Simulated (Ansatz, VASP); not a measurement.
## SrCl2 in VASP and in Ansatz

```xyz
3
Lattice="0.0000 3.6131 3.4990 3.6131 0.0000 3.4990 3.6131 3.6131 0.0000" Properties=species:S:1:pos:R:3 pbc="T T T"
Sr    0.0000    0.0000    0.0000
Cl    1.8066    1.8066    1.7495
Cl    5.4197    5.4197    5.2484
```

Alike in both runs: task single point; functional PBE; k mesh 6 × 6 × 6; occupations gaussian, width 0.05 eV; no spin polarisation.

```csv
,VASP,Ansatz
version,VASP 6.6.1,Ansatz 0.2.0
potentials or method,"VASP PAW PBE potentials, release 64 (Sr_sv, Cl), cutoff 520 eV","scalar-relativistic, plane waves, PAW"
valence electrons in the cell,24,24
```

VASP gave:

```
gap on the k mesh at the Fermi level (eV)                     : 4.91
least direct gap on the mesh (eV)                             : 5.19
pressure (GPa)                                                : -1.3
traceless stress, the component that is largest in VASP (GPa) : 1.00
```

Task: Estimate Ansatz's values.

Result: gap on the k mesh at the Fermi level (eV): 4.92; least direct gap on the mesh (eV): 5.19; pressure (GPa): -1.4; traceless stress, the component that is largest in VASP (GPa): 1.00.
